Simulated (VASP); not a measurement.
Input of a VASP 6.6.1 run:

The input POSCAR:

```
CO2
1.0
    5.5685279164      0.0000000000      0.0000000000
    0.0000000000      5.5685279164      0.0000000000
    0.0000000000      0.0000000000      5.5685279164
C O
4 8
Direct
    0.0000000000      0.0000000000      0.0000000000
    0.5000000000      0.0000000000      0.5000000000
    0.5000000000      0.5000000000      0.0000000000
    0.0000000000      0.5000000000      0.5000000000
    0.1202897218      0.1202897218      0.1202897218
    0.3797102782      0.8797102782      0.6202897218
    0.6202897218      0.3797102782      0.8797102782
    0.8797102782      0.6202897218      0.3797102782
    0.8797102782      0.8797102782      0.8797102782
    0.6202897218      0.1202897218      0.3797102782
    0.3797102782      0.6202897218      0.1202897218
    0.1202897218      0.3797102782      0.6202897218
```

File INCAR.step1:

```
SYSTEM = CO2
PREC = Accurate ; ENCUT = 660
ISMEAR = 0 ; SIGMA = 0.02
LREAL = .False. ; LASPH = .True.
NELM = 120 ; NBANDS = 44
GGA = PE ; ALGO = Normal
EDIFF = 1E-5 ; LWAVE = .True.
LCHARG = .False. ; GGA_COMPAT = .False.
```

Contents of INCAR.step2:

```
SYSTEM = CO2
PREC = Accurate ; ENCUT = 660
EDIFF = 1E-6 ; ISMEAR = 0
SIGMA = 0.02 ; LREAL = .False.
LASPH = .True. ; NELM = 120
ALGO = Normal ; ISIF = 2
LWAVE = .False. ; LCHARG = .False.
METAGGA = R2SCAN ; LMIXTAU = .True.
NBANDS = 44 ; ISTART = 1
GGA_COMPAT = .False.
```

Contents of KPOINTS:

```
regular mesh
0
Gamma
  4 4 4
  0 0 0
```

Potentials or basis: VASP PAW PBE potentials, release 64 (C, O).

Launch:

```bash
$ cat potpaw_PBE.64/C/POTCAR potpaw_PBE.64/O/POTCAR > POTCAR
$ cp INCAR.step1 INCAR
$ mpirun -np 1 vasp_std > vasp.out
$ cp INCAR.step2 INCAR
$ mpirun -np 1 vasp_std > vasp.out
```

Question: What does it give for the pressure?

Answer: 1.6 GPa.

Question: Estimate the band gap on the k mesh.

Answer: 7.51 eV.

Question: Estimate the largest force.

Answer: 0.741 eV/Å.

Forces in eV/Å, atoms in the order of the input:
```
C    0.000  0.000  0.000
C    0.000  0.000  0.000
C    0.000  0.000  0.000
C    0.000  0.000  0.000
O    0.428  0.428  0.428
O   -0.428 -0.428  0.428
O    0.428 -0.428 -0.428
O   -0.428  0.428 -0.428
O   -0.428 -0.428 -0.428
O    0.428  0.428 -0.428
O   -0.428  0.428  0.428
O    0.428 -0.428  0.428
```

Caveat: the PAW data sets were made with another functional, which shifts forces and pressure a little. A k mesh can miss the band edges.
